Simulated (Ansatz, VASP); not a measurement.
# KTaO3 in VASP and in Ansatz

```xyz
5
Lattice="3.9902 0.0000 0.0000 0.0000 3.9902 0.0000 0.0000 0.0000 3.9902" Properties=species:S:1:pos:R:3 pbc="T T T"
K     0.0000    0.0000    0.0000
Ta    1.9951    1.9951    1.9951
O     1.9951    1.9951    0.0000
O     1.9951    0.0000    1.9951
O     0.0000    1.9951    1.9951
```

Alike in both runs: functional r2SCAN; k mesh 8 × 8 × 8; no spin polarisation.

Ansatz relaxed the structure, and its values are those at the end. VASP's run is a single point on that final structure, the one shown.

```csv
,VASP,Ansatz
version,VASP 6.6.1,Ansatz 0.2.0
potentials or method,"VASP PAW PBE potentials, release 64 (K_sv, Ta_pv, O)","scalar-relativistic, plane waves, PAW"
plane-wave cutoff (eV),520,500
occupations,"gaussian, width 0.01 eV",fixed
valence electrons in the cell,38,40
```

```tsv
	VASP	Ansatz	Ansatz less VASP
gap on the k mesh at the Fermi level (eV)	2.60	2.63	+0.031
least direct gap on the mesh (eV)	3.25	3.27	+0.017
pressure (GPa)	0.9	0.0	-0.91
```

VASP's potentials were made for PBE, not for r2SCAN. VASP's potentials hold 38 valence electrons a cell and Ansatz's 40, so a difference there can come from the potentials and not from the codes.

Neither program's run includes spin-orbit coupling.
